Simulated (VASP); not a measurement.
Input of a VASP 6.6.1 run:

The input INCAR:

```
SYSTEM = ZnSe
PREC = Accurate
ENCUT = 520
EDIFF = 1E-6
ISMEAR = 0
SIGMA = 0.05
LREAL = .False.
LASPH = .True.
NELM = 100
ALGO = Normal
ISIF = 2
LWAVE = .False.
LCHARG = .False.
GGA = PE
NBANDS = 16
```

The input KPOINTS:

```
Automatic mesh
0
Gamma
  10 10 10
  0 0 0
```

The input POSCAR:

```
ZnSe
1.0
    0.0000000000      2.9407092868      2.7135824368
    2.7135824368      0.0000000000      2.7135824368
    2.7135824368      2.9407092868      0.0000000000
Zn Se
1 1
Direct
    0.0000000000      0.0000000000      0.0000000000
    0.7500000000      0.7500000000      0.7500000000
```

Potentials or basis: VASP PAW PBE potentials, release 64 (Zn, Se).

The run is started by

```bash
$ cat potpaw_PBE.64/Zn/POTCAR potpaw_PBE.64/Se/POTCAR > POTCAR
$ mpirun -np 1 vasp_std > vasp.out
```

What does it give for the band gap on the k mesh?

1.35 eV, direct.

What does it give for the pressure?

5.9 GPa.

Stress tensor (GPa, compression positive):
```
6.90 0.00 0.00
0.00 3.85 0.00
0.00 0.00 6.90
```
